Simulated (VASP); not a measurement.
# AlN (Fd-3m) in VASP: notebook, part 2 of 2

VASP 6.6.1. The steps go on from the part before.

### Step 5. Relaxation of cell and atoms, PBE

File INCAR:

```
  PREC = Accurate
  ENCUT = 600
  EDIFF = 1E-6
  ISMEAR = 0
  SIGMA = 0.1
  LREAL = False
  LASPH = True
  NELM = 80
  ALGO = Normal
  ISIF = 3
  LWAVE = False
  LCHARG = False
  GGA = PE
  IBRION = 2
  NSW = 100
  EDIFFG = -0.01
```

File KPOINTS:

```
Automatic mesh
0
Gamma
  14 14 14
```

File POSCAR:

```
AlN
1.0
    0.0000000000      2.8240142471      2.8240142471
    2.8240142471      0.0000000000      2.8240142471
    2.8240142471      2.8240142471      0.0000000000
Al N
2 2
Direct
    0.2500000000      0.2500000000      0.2500000000
    0.0000000000      0.0000000000      0.0000000000
    0.5000000000      0.5000000000      0.5000000000
    0.7500000000      0.7500000000      0.7500000000
```

Potentials or basis: VASP PAW PBE potentials, release 64 (Al, N).

Run with:

```sh
> cat potpaw_PBE.64/Al/POTCAR potpaw_PBE.64/N/POTCAR > POTCAR
> mpirun -np 1 vasp_std > vasp.out
```

OUTCAR:

```text
PREC = Accurate
   ENCUT = 600
   EDIFF = 1E-6
   ISMEAR = 0
   LREAL = False
   LASPH = True
   NELM = 80
   ISIF = 3
   GGA = PE
   IBRION = 2
   NSW = 100
   EDIFFG = -0.01

 ion  position               nearest neighbor table
   1  0.250  0.250  0.250-   2 2.45   2 2.45   3 2.45   3 2.45   2 2.45   2 2.45   3 2.45   3 2.45

   2  0.000  0.000  0.000-   4 2.45   1 2.45   4 2.45   1 2.45   4 2.45   4 2.45   1 2.45   1 2.45

   3  0.500  0.500  0.500-   1 2.45   1 2.45   1 2.45   1 2.45
   4  0.750  0.750  0.750-   2 2.45   2 2.45   2 2.45   2 2.45

  LATTYP: Found a face centered cubic cell.
 ALAT       =     5.6480284942

  Lattice vectors:

 A1 = (   0.0000000000,   2.8240142471,   2.8240142471)
 A2 = (   2.8240142471,   0.0000000000,   2.8240142471)
 A3 = (   2.8240142471,   2.8240142471,   0.0000000000)

Analysis of symmetry for initial positions (statically):
=====================================================================
 Subroutine PRICEL returns:
 Original cell was already a primitive cell.

 Routine SETGRP: Setting up the symmetry group for a
 face centered cubic supercell.

 Subroutine GETGRP returns: Found 48 space group operations
 (whereof 24 operations were pure point group operations)
 out of a pool of 48 trial point group operations.

The static configuration has the point symmetry T_d .
 The point group associated with its full space group is O_h .

Analysis of symmetry for dynamics (positions and initial velocities):
=====================================================================
 Subroutine PRICEL returns:
 Original cell was already a primitive cell.

 Routine SETGRP: Setting up the symmetry group for a
 face centered cubic supercell.

 Subroutine GETGRP returns: Found 48 space group operations
 (whereof 24 operations were pure point group operations)
 out of a pool of 48 trial point group operations.

The dynamic configuration has the point symmetry T_d .
 The point group associated with its full space group is O_h .

 Subroutine INISYM returns: Found 48 space group operations
 (whereof 24 operations are pure point group operations),
 and found     1 'primitive' translations

----------------------------------------------------------------------------------------

                                     Primitive cell

  volume of cell :      45.0433

  direct lattice vectors                    reciprocal lattice vectors
     0.000000000  2.824014247  2.824014247    -0.177052931  0.177052931  0.177052931
     2.824014247  0.000000000  2.824014247     0.177052931 -0.177052931  0.177052931
     2.824014247  2.824014247  0.000000000     0.177052931  0.177052931 -0.177052931

  length of vectors
     3.993759249  3.993759249  3.993759249     0.306664672  0.306664672  0.306664672

  position of ions in fractional coordinates (direct lattice)
     0.250000000  0.250000000  0.250000000
     0.000000000  0.000000000  0.000000000
     0.500000000  0.500000000  0.500000000
     0.750000000  0.750000000  0.750000000

  ion indices of the primitive-cell ions
   primitive index   ion index
                 1           1
                 2           2
                 3           3
                 4           4

[... 53 lines left out ...]
   k-points           NKPTS =    104   k-points in BZ     NKDIM =    104   number of bands    NBANDS=     12
   number of dos      NEDOS =    301   number of ions     NIONS =      4
   total plane-waves  NPLWV =  32768
   dimension x,y,z NGX =    32 NGY =   32 NGZ =   32
   dimension x,y,z NGXF=    64 NGYF=   64 NGZF=   64
   ions per type =               2   2
   NGX,Y,Z   is equivalent  to a cutoff of  13.32, 13.32, 13.32 a.u.
   NGXF,Y,Z  is equivalent  to a cutoff of  26.64, 26.64, 26.64 a.u.
 SYSTEM =  unknown system
   PREC   = accura    normal or accurate (medium, high low for compatibility)
   ISTART =      0    job   : 0-new  1-cont  2-samecut
   ICHARG =      2    charge: 1-file 2-atom 10-const
   ISPIN  =      1    spin polarized calculation?
   LNONCOLLINEAR =      F non collinear calculations
   LSORBIT =      F    spin-orbit coupling
   LASPH  =      T    aspherical Exc in radial PAW
   ENCUT  =  600.0 eV  44.10 Ry    6.64 a.u.   7.98  7.98  7.98*2*pi/ulx,y,z
   NELM   =     80;   NELMIN=  2; NELMDL= -5     # of ELM steps
   EDIFF  = 0.1E-05   stopping-criterion for ELM
   LREAL  =      F    real-space projection
   EDIFFG = -.1E-01   stopping-criterion for IOM
   NSW    =    100    number of steps for IOM
   IBRION =      2    ionic relax: 0-MD 1-quasi-New 2-CG
   NFREE  =      1    steps in history (QN), initial steepest desc. (CG)
   ISIF   =      3    stress and relaxation
   ISYM   =      2    0-nonsym 1-usesym 2-fastsym
   POTIM  = 0.5000    time-step for ionic-motion
   TEBEG  =    0.0;   TEEND  =   0.0 temperature during run
   PSTRESS=    0.0 pullay stress
   NELECT =      16.0000    total number of electrons
   NUPDOWN=      -1.0000    fix difference up-down
   EMIN   =  10.00;   EMAX   =-10.00  energy-range for DOS
   EFERMI =   0.00;   METHOD = LEGACY
   ISMEAR =     0;   SIGMA  =   0.10  broadening in eV -4-tet -1-fermi 0-gaus
   EFERMI_NEDOS =   21; number of points for ismear=-14 and -15
   IALGO  =     38    algorithm
   IMIX   =      4    mixing-type and parameters
     AMIX     =   0.40;   BMIX     =  1.00
     AMIX_MAG =   1.60;   BMIX_MAG =  1.00
  volume/ion in A,a.u.               =      11.26        75.99
  Fermi-wavevector in a.u.,A,eV,Ry     =   1.159412  2.190972 18.289456  1.344237
  Thomas-Fermi vector in A             =   2.296005
   LORBIT       =      0    0 simple, 1 ext, 2 COOP (PROOUT), +10 PAW based schemes
   GGA     = PE    functional components
   LHFCALC =     F    Hartree Fock is set to
   AEXX    =    0.0000 exact exchange contribution
   IVDW    =     0    specifies the selected vdW correction
   LEPSILON=     F    determine dielectric tensor
   LRPA    =     F    only Hartree local field effects (RPA)
 conjugate gradient relaxation of ions
 non-spin polarized calculation
 Gauss-broadening in eV      SIGMA  =   0.10
  energy-cutoff  :      600.00
  volume of cell :       45.04
 maximum number of plane-waves:      1524
   NGX = 15   NGY = 15   NGZ = 15

 number of electron      15.9999999 magnetization

 Free energy of the ion-electron system (eV)
  ---------------------------------------------------
  ext. energy  EPLUGINS =         0.00000000
  ---------------------------------------------------
  free energy    TOTEN  =       -17.39497474 eV

  energy without entropy =      -17.38582405  energy(sigma->0) =      -17.39039939

 E-fermi :   7.4195     XC(G=0): -11.1467

 val. band max:        7.4031462086   @ k =   0.2857   0.1429   0.0714
 cond. band min:       7.4257385961   @ k =  -0.4286   0.3571   0.0714
 fundamental gap:      0.0225923874
 Fermi energy:         7.4194883494

 k-point     1 :       0.0000    0.0000    0.0000
  band No.  band energies     occupation
      1      -8.6934      2.00000
      2      -3.6558      2.00000
      3       3.0848      2.00000
      4       4.5052      2.00000
      5       4.5052      2.00000
      6       4.5052      2.00000
      7       5.2041      2.00000
      8       5.2041      2.00000
      9       5.2041      2.00000
     10       9.5883      0.00000
     11       9.5883      0.00000
     12       9.5883      0.00000
[... 331 lines left out ...]
 k-point    24 :       0.2857    0.1429    0.0000
  band No.  band energies     occupation
      1      -8.0366      2.00000
      2      -4.3746      2.00000
      3       1.0263      2.00000
      4       3.0012      2.00000
      5       3.7350      2.00000
      6       4.3266      2.00000
      7       6.2503      2.00000
      8       6.5571      2.00000
      9       7.4457      0.71105
     10       8.0647      0.00000
     11      10.2461      0.00000
     12      10.3093      0.00000

 [... further k-points ...]
[... 5 lines left out ...]
  --------------------------------------------------------------------------------------
  -------------------------------------------------------------------------------------
  Total       -0.0286922     -0.0286922     -0.0286922      0.0000000      0.0000000      0.0000000
  in kB       -1.0205741     -1.0205741     -1.0205741      0.0000000      0.0000000      0.0000000
  external PRESSURE =      -1.0205741 kB  Pullay stress =       0.0000000 kB

 VOLUME and BASIS-vectors are now :
 -----------------------------------------------------------------------------
  energy-cutoff  :      600.00
  volume of cell :       45.04
      direct lattice vectors                 reciprocal lattice vectors
     0.000000000  2.824014247  2.824014247    -0.177052931  0.177052931  0.177052931
     2.824014247  0.000000000  2.824014247     0.177052931 -0.177052931  0.177052931
     2.824014247  2.824014247  0.000000000     0.177052931  0.177052931 -0.177052931

 POSITION                                       TOTAL-FORCE (eV/Angst)
 -----------------------------------------------------------------------------------
      1.41201      1.41201      1.41201        -0.000000      0.000000      0.000000
      0.00000      0.00000      0.00000         0.000000     -0.000000     -0.000000
      2.82401      2.82401      2.82401        -0.000000     -0.000000     -0.000000
      4.23602      4.23602      4.23602         0.000000     -0.000000      0.000000
 -----------------------------------------------------------------------------------
    total drift:                               -0.000000     -0.000000      0.000000

  FREE ENERGIE OF THE ION-ELECTRON SYSTEM (eV)
  ---------------------------------------------------
  free  energy   TOTEN  =       -17.3949747388 eV

  energy  without entropy=      -17.3858240504  energy(sigma->0) =      -17.39039939

 reached required accuracy - stopping structural energy minimisation
```

CONTCAR:

```text
AlN
   1.00000000000000
     0.0000000000000000    2.8240142471000000    2.8240142471000000
     2.8240142471000000    0.0000000000000000    2.8240142471000000
     2.8240142471000000    2.8240142471000000    0.0000000000000000
  Al              N
     2     2
Direct
     0.2500000000000000    0.2500000000000000    0.2500000000000000
     0.0000000000000000    0.0000000000000000    0.0000000000000000
     0.5000000000000000    0.5000000000000000    0.5000000000000000
     0.7500000000000000    0.7500000000000000    0.7500000000000000

  0.00000000E+00  0.00000000E+00  0.00000000E+00
  0.00000000E+00  0.00000000E+00  0.00000000E+00
  0.00000000E+00  0.00000000E+00  0.00000000E+00
  0.00000000E+00  0.00000000E+00  0.00000000E+00
```

Run time: 1.9 min. Hardware: 1 thread of Intel Xeon 6975P-C, shared host; peak memory 0.21 GiB.

Results:

| Property | Result |
| --- | --- |
| Free energy | -17.3950 eV |
| Pressure after relaxing | -0.1 GPa |
| Band gap on the k mesh | zero (band 8 reaches 7.97 eV, above the bottom of band 9 at 5.20 eV) |

Final structure:
```cif
data_structure
_symmetry_space_group_name_H-M 'P 1'
_symmetry_Int_Tables_number 1
_cell_length_a 3.9938
_cell_length_b 3.9938
_cell_length_c 3.9938
_cell_angle_alpha 60.000
_cell_angle_beta 60.000
_cell_angle_gamma 60.000
_cell_volume 45.04
loop_
_atom_site_label
_atom_site_type_symbol
_atom_site_fract_x
_atom_site_fract_y
_atom_site_fract_z
_atom_site_occupancy
Al1 Al 0.25000 0.25000 0.25000 1
Al2 Al 0.00000 0.00000 0.00000 1
N1 N 0.50000 0.50000 0.50000 1
N2 N 0.75000 0.75000 0.75000 1
```

Levels at points of the mesh, in eV from the Fermi level:
| k point | band 6 | band 7 | band 8 | band 9 | band 10 | band 11 |
| --- | --- | --- | --- | --- | --- | --- |
| (0.00, 0.00, 0.00) | -2.91 | -2.22 | -2.22 | -2.22 | 2.17 | 2.17 |
| (0.50, 0.00, 0.00) | -1.73 | -1.73 | -1.31 | 0.02 | 1.66 | 2.46 |
| (0.50, 0.50, 0.00) | -5.61 | 0.55 | 0.55 | 1.46 | 1.46 | 3.98 |

Caveat: the relaxation stopped at its first step, so nothing moved.

### Step 6. Overview

| task | cell | k mesh | cutoff (eV) | gap on the mesh (eV) | pressure (GPa) |
| --- | --- | --- | --- | --- | --- |
| single point | a = 3.994 Å, angles 60.0°, 4 atoms | 6 × 6 × 6 | 520 | none | -0.1 |
| relaxation of cell and atoms | relaxed from a = 4.409 Å, angles 60.0°, 4 atoms | 6 × 6 × 6 | 600 | none | -0.3 |
| single point | a = 3.994 Å, angles 60.0°, 4 atoms | 14 × 14 × 14 | 520 | none | 0.0 |
| relaxation of cell and atoms | relaxed from a = 3.994 Å, angles 60.0°, 4 atoms | 14 × 14 × 14 | 600 | none | -0.1 |

Alike in all rows: level PBE; potentials or basis VASP PAW PBE potentials, release 64 (Al, N); no spin polarisation; smearing gaussian 0.1 eV.

Caveats: the relaxation stopped at its first step, so nothing moved (some runs).

Absolute energies hang on the potentials; compare differences alone.
